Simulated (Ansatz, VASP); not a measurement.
**CuO in VASP and in Ansatz**

```
Cu O
1.0
     2.55255    0.00000    0.00000
     0.00000    2.55255    0.00000
     0.00000    0.00000    2.55255
Cu O
1 1
Direct
  0.00000 0.00000 0.00000
  0.50000 0.50000 0.50000
```

Alike in both runs: task single point; functional LDA; k mesh 7 × 7 × 7; occupations gaussian, width 0.05 eV; collinear spin.

```csv
,VASP,Ansatz
version,VASP 6.6.1,Ansatz 0.2.0
potentials or method,"VASP PAW LDA potentials, release 64 (Cu, O), cutoff 600 eV","scalar-relativistic, plane waves, PAW"
valence electrons in the cell,17,25
```

|  | VASP | Ansatz | Ansatz less VASP |
| --- | --- | --- | --- |
| gap on the k mesh at the Fermi level (eV) | none | none | - |
| pressure (GPa) | 1.2 | 1.9 | +0.76 |
| net moment per atom (μB) | 0.00 | 0.25 | +0.245 |
| size of the moment on the site where the two differ most (μB) | 0.00 | 0.27 | +0.272 |

The net moments are unlike, so the other rows may belong to different states. LDA's correlation is that of Perdew and Zunger in VASP and of Perdew and Wang (1992) in Ansatz. Site moments also hang on the region over which each program counts them. A gap of «none» marks a metal or a gap that the smearing closes. VASP's potentials hold 17 valence electrons a cell and Ansatz's 25, so a difference there can come from the potentials and not from the codes. Ansatz's warnings: negative dielectric reading, specified occupation not kept, symmetry narrowed by occupation matrices.
